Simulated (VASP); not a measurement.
# Sb (Pm-3m) in VASP: notebook

The runs below take Sb through single point, with PBEsol, PBEsol+D4.

All numbers are computed with VASP 6.6.1; they aren't measurements. Logs are shortened: lines on timing, memory, paths and dates and some standing lists are left out, and cuts for length are marked.

## (1) The cell of the first run

Symmetry: Pm-3m, No. 221, cubic system. Conventional cell: a = 2.462 Å, b = 2.462 Å, c = 2.462 Å, α = 90.00°, β = 90.00°, γ = 90.00°. Sb (site symmetry m-3m) has 6 Sb at 2.46 Å within 3.3 Å.

## (2) Single point, PBEsol

INCAR reads:

```
SYSTEM = Sb
PREC     = Accurate       ! precision mode
ENCUT    = 520            ! plane-wave cutoff, eV
EDIFF    = 1E-6           ! SCF threshold, eV
ISMEAR   = -1             ! smearing method
SIGMA    = 0.05           ! smearing width, eV
LREAL    = .False.        ! projectors in reciprocal space
LASPH    = .True.         ! aspherical terms in the spheres
NELM     = 80             ! most SCF steps
ALGO     = Normal         ! electronic algorithm
ISIF     = 2              ! what is computed and relaxed
LWAVE    = .False.        ! write WAVECAR
LCHARG   = .False.        ! write CHGCAR
GGA      = PS             ! functional
NBANDS   = 8              ! bands
```

KPOINTS reads:

```
regular mesh
0
Gamma
  14 14 14
  0 0 0
```

POSCAR reads:

```
Sb
1.0
    2.4619456936      0.0000000000      0.0000000000
    0.0000000000      2.4619456936      0.0000000000
    0.0000000000      0.0000000000      2.4619456936
Sb
1
Direct
    0.0000000000      0.0000000000      0.0000000000
```

Potentials or basis: VASP PAW PBE potentials, release 64 (Sb).

On the command line:

```
$ cat potpaw_PBE.64/Sb/POTCAR > POTCAR
$ mpirun -np 1 vasp_std > vasp.out
```

OUTCAR:

```text
SYSTEM = Sb
   PREC = Accurate
   ENCUT = 520
   EDIFF = 1E-6
   ISMEAR = -1
   LREAL = .False.
   LASPH = .True.
   NELM = 80
   ISIF = 2
   GGA = PS

 ion  position               nearest neighbor table
   1  0.000  0.000  0.000-

  LATTYP: Found a simple cubic cell.
 ALAT       =     2.4619456936

  Lattice vectors:

 A1 = (   2.4619456936,   0.0000000000,   0.0000000000)
 A2 = (   0.0000000000,   2.4619456936,   0.0000000000)
 A3 = (   0.0000000000,   0.0000000000,   2.4619456936)

Analysis of symmetry for initial positions (statically):
=====================================================================
 Subroutine PRICEL returns:
 Original cell was already a primitive cell.

 Routine SETGRP: Setting up the symmetry group for a
 simple cubic supercell.

 Subroutine GETGRP returns: Found 48 space group operations
[... 9 lines left out ...]

 Routine SETGRP: Setting up the symmetry group for a
 simple cubic supercell.

 Subroutine GETGRP returns: Found 48 space group operations
[... 11 lines left out ...]
                                     Primitive cell

  volume of cell :      14.9223

  direct lattice vectors                    reciprocal lattice vectors
     2.461945694  0.000000000  0.000000000     0.406182802  0.000000000  0.000000000
     0.000000000  2.461945694  0.000000000     0.000000000  0.406182802  0.000000000
     0.000000000  0.000000000  2.461945694     0.000000000  0.000000000  0.406182802

  length of vectors
     2.461945694  2.461945694  2.461945694     0.406182802  0.406182802  0.406182802

  position of ions in fractional coordinates (direct lattice)
     0.000000000  0.000000000  0.000000000

  ion indices of the primitive-cell ions
   primitive index   ion index
                 1           1

----------------------------------------------------------------------------------------

 KPOINTS: regular mesh

Automatic generation of k-mesh.
 Grid dimensions read from file:
 generate k-points for:   14   14   14

 Generating k-lattice:

  Cartesian coordinates                     Fractional coordinates (reciprocal lattice)
     0.029013057  0.000000000  0.000000000     0.071428571  0.000000000  0.000000000
     0.000000000  0.029013057  0.000000000     0.000000000  0.071428571  0.000000000
     0.000000000  0.000000000  0.029013057     0.000000000  0.000000000  0.071428571

  Length of vectors
[... 47 lines left out ...]
   ISTART =      0    job   : 0-new  1-cont  2-samecut
   ICHARG =      2    charge: 1-file 2-atom 10-const
   ISPIN  =      1    spin polarized calculation?
   LNONCOLLINEAR =      F non collinear calculations
   LSORBIT =      F    spin-orbit coupling
   LASPH  =      T    aspherical Exc in radial PAW
   ENCUT  =  520.0 eV  38.22 Ry    6.18 a.u.   4.58  4.58  4.58*2*pi/ulx,y,z
   NELM   =     80;   NELMIN=  2; NELMDL= -5     # of ELM steps
   EDIFF  = 0.1E-05   stopping-criterion for ELM
   LREAL  =      F    real-space projection
   EDIFFG = 0.1E-04   stopping-criterion for IOM
   NSW    =      0    number of steps for IOM
   IBRION =     -1    ionic relax: 0-MD 1-quasi-New 2-CG
   NFREE  =      0    steps in history (QN), initial steepest desc. (CG)
   ISIF   =      2    stress and relaxation
   ISYM   =      2    0-nonsym 1-usesym 2-fastsym
   POTIM  = 0.5000    time-step for ionic-motion
   TEBEG  =    0.0;   TEEND  =   0.0 temperature during run
   PSTRESS=    0.0 pullay stress
   NELECT =       5.0000    total number of electrons
   NUPDOWN=      -1.0000    fix difference up-down
   EMIN   =  10.00;   EMAX   =-10.00  energy-range for DOS
   EFERMI =   0.00;   METHOD = LEGACY
   ISMEAR =    -1;   SIGMA  =   0.05  broadening in eV -4-tet -1-fermi 0-gaus
   EFERMI_NEDOS =   21; number of points for ismear=-14 and -15
   IALGO  =     38    algorithm
   IMIX   =      4    mixing-type and parameters
     AMIX     =   0.40;   BMIX     =  1.00
     AMIX_MAG =   1.60;   BMIX_MAG =  1.00
  volume/ion in A,a.u.               =      14.92       100.70
  Fermi-wavevector in a.u.,A,eV,Ry     =   1.137068  2.148747 17.591288  1.292923
  Thomas-Fermi vector in A             =   2.273773
   LORBIT       =      0    0 simple, 1 ext, 2 COOP (PROOUT), +10 PAW based schemes
   GGA     = PS    functional components
   LHFCALC =     F    Hartree Fock is set to
   AEXX    =    0.0000 exact exchange contribution
   IVDW    =     0    specifies the selected vdW correction
   LEPSILON=     F    determine dielectric tensor
   LRPA    =     F    only Hartree local field effects (RPA)
 non-spin polarized calculation
  energy-cutoff  :      520.00
  volume of cell :       14.92
 maximum number of plane-waves:       432
   NGX =  9   NGY =  9   NGZ =  9

 number of electron       4.9999999 magnetization

 Free energy of the ion-electron system (eV)
  ---------------------------------------------------
  ext. energy  EPLUGINS =         0.00000000
  ---------------------------------------------------
  free energy    TOTEN  =        -0.08749998 eV

  energy without entropy =       -0.08409074  energy(sigma->0) =       -0.08579536

 E-fermi :  19.2108     XC(G=0): -12.9662

 val. band max:       19.2018165088   @ k =   0.5000   0.2857   0.0000
 cond. band min:      19.2774720187   @ k =   0.4286   0.2857   0.2143
 fundamental gap:      0.0756555100
 Fermi energy:        19.2107656972

 k-point     1 :       0.0000    0.0000    0.0000
  band No.  band energies     occupation
      1      -1.0533      2.00000
      2      23.9130      0.00000
      3      23.9130      0.00000
      4      23.9130      0.00000
      5      27.3718      0.00000
      6      27.3718      0.00000
      7      32.1817      0.00000
      8      40.3193      0.00000
[... 243 lines left out ...]
 k-point    24 :       0.3571    0.2143    0.0000
  band No.  band energies     occupation
      1       3.6817      2.00000
      2      12.0388      2.00000
      3      19.9485      0.00000
      4      26.9298      0.00000
      5      29.0538      0.00000
      6      30.2318      0.00000
      7      34.3925      0.00000
      8      35.2039      0.00000

 [... further k-points ...]
[... 5 lines left out ...]
  --------------------------------------------------------------------------------------
  -------------------------------------------------------------------------------------
  Total       17.6616542     17.6616542     17.6616542     -0.0000000     -0.0000000     -0.0000000
  in kB     1896.2978518   1896.2978518   1896.2978518     -0.0000000     -0.0000000     -0.0000000
  external PRESSURE =    1896.2978518 kB  Pullay stress =       0.0000000 kB

 VOLUME and BASIS-vectors are now :
 -----------------------------------------------------------------------------
  energy-cutoff  :      520.00
  volume of cell :       14.92
      direct lattice vectors                 reciprocal lattice vectors
     2.461945694  0.000000000  0.000000000     0.406182802  0.000000000  0.000000000
     0.000000000  2.461945694  0.000000000     0.000000000  0.406182802  0.000000000
     0.000000000  0.000000000  2.461945694     0.000000000  0.000000000  0.406182802

 POSITION                                       TOTAL-FORCE (eV/Angst)
 -----------------------------------------------------------------------------------
      0.00000      0.00000      0.00000         0.000000      0.000000      0.000000
 -----------------------------------------------------------------------------------
    total drift:                               -0.000000     -0.000000      0.000000

  FREE ENERGIE OF THE ION-ELECTRON SYSTEM (eV)
  ---------------------------------------------------
  free  energy   TOTEN  =        -0.0874999824 eV

  energy  without entropy=       -0.0840907353  energy(sigma->0) =       -0.08579536
```

OSZICAR:

```text
N       E                     dE             d eps       ncg     rms          rms(c)
DAV:   1     0.102718115286E+02    0.10272E+02   -0.19410E+03  2040   0.438E+02
DAV:   2    -0.134784694000E+00   -0.10407E+02   -0.10092E+02  2824   0.632E+01
DAV:   3    -0.234450777191E+00   -0.99666E-01   -0.99472E-01  2328   0.684E+00
DAV:   4    -0.234720771705E+00   -0.26999E-03   -0.26999E-03  2656   0.396E-01
DAV:   5    -0.234721624185E+00   -0.85248E-06   -0.85157E-06  2368   0.150E-02    0.630E+00
DAV:   6    -0.134664055935E+00    0.10006E+00   -0.29513E-02  2352   0.965E-01    0.413E+00
DAV:   7    -0.888723271287E-01    0.45792E-01   -0.52495E-02  2448   0.133E+00    0.337E-01
DAV:   8    -0.875293609580E-01    0.13430E-02   -0.30248E-03  2184   0.341E-01    0.267E-02
DAV:   9    -0.875028668159E-01    0.26494E-04   -0.64628E-05  2640   0.541E-02    0.114E-02
DAV:  10    -0.875003036435E-01    0.25632E-05   -0.94628E-07  2144   0.791E-03    0.539E-03
DAV:  11    -0.874999824300E-01    0.32121E-06   -0.51774E-08  1520   0.148E-03
   1 F= -.87499982E-01 E0= -.85795359E-01  d E =-.340925E-02
```

It took 4.7 s on 1 thread of AMD EPYC 9R45 (Zen 5), shared host; peak memory 0.1 GiB.

Results:

* Free energy: -0.0875 eV
* Pressure: 189.6 GPa

Caveat: the PAW data sets were made with another functional, which shifts forces and pressure a little; spin-orbit coupling is left out, which moves the levels of the heavy elements.

## (3) Single point, PBEsol+D4

INCAR reads:

```
PREC = Accurate ; ENCUT = 520
EDIFF = 1E-6 ; ISMEAR = -1
SIGMA = 0.05 ; LREAL = F
LASPH = T ; NELM = 60
ALGO = Normal ; ISIF = 2
LWAVE = F ; LCHARG = F
GGA = PS ; IVDW = 13
NBANDS = 8
```

KPOINTS reads:

```
regular mesh
0
Gamma
  14 14 14
```

POSCAR is that of step 2.

Potentials or basis: VASP PAW PBE potentials, release 64 (Sb).

On the command line:

```
$ cat potpaw_PBE.64/Sb/POTCAR > POTCAR
$ mpirun -np 1 vasp_std > vasp.out
```

It took 4.8 s on 1 thread of AMD EPYC 9R45 (Zen 5), shared host; peak memory 0.1 GiB.

It converged, with:

| Item | Value |
| --- | --- |
| Free energy | -0.6530 eV |
| Pressure | 184.2 GPa |
| Dispersion energy per atom | -0.565 eV |

Levels at points of the mesh, in eV from the Fermi level:
```tsv
k point	band 1	band 2	band 3	band 4	band 5	band 6	band 7	band 8
(0.00, 0.00, 0.00)	-20.26	4.70	4.70	4.70	8.16	8.16	12.97	21.11
(0.50, 0.00, 0.00)	-14.06	-12.19	10.07	10.07	10.33	11.63	11.67	13.53
(0.50, 0.50, 0.00)	-7.75	-7.75	-6.92	-1.12	14.40	14.40	16.25	16.25
(0.50, 0.50, 0.50)	-3.26	-3.26	-3.26	2.46	3.43	3.77	3.77	3.77
```

Caveat: the PAW data sets were made with another functional, which shifts forces and pressure a little; spin-orbit coupling is left out, which moves the levels of the heavy elements; pairwise dispersion overbinds metals, which lowers pressure and volume.
